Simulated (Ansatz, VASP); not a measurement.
# Two plane-wave programs on Ti

```
Ti
1.0
     2.89899    0.00000    0.00000
    -1.44949    2.51060    0.00000
     0.00000    0.00000    9.23642
Ti
4
Direct
  0.00000 0.00000 0.00000
  0.00000 0.00000 0.50000
  0.33333 0.66667 0.75000
  0.66667 0.33333 0.25000
```

Alike in both runs: functional PBEsol; k mesh 18 × 18 × 6; occupations gaussian, width 0.1 eV; no spin polarisation.

Ansatz relaxed the structure, and its values are those at the end. VASP's run is a single point on that final structure, the one shown.

```csv
,VASP,Ansatz
version,VASP 6.6.1,Ansatz 0.2.0
potentials or method,"VASP PAW PBE potentials, release 64 (Ti_sv), cutoff 520 eV","scalar-relativistic, plane waves, PAW"
valence electrons in the cell,48,48
```

```tsv
	VASP	Ansatz	Ansatz less VASP
gap on the k mesh at the Fermi level (eV)	none	none	-
pressure (GPa)	-0.3	0.0	+0.29
```

VASP's potentials were made for PBE, not for PBEsol. A gap of «none» marks a metal or a gap that the smearing closes. With one functional, cell and mesh, what is left measures potentials, basis and numerics.
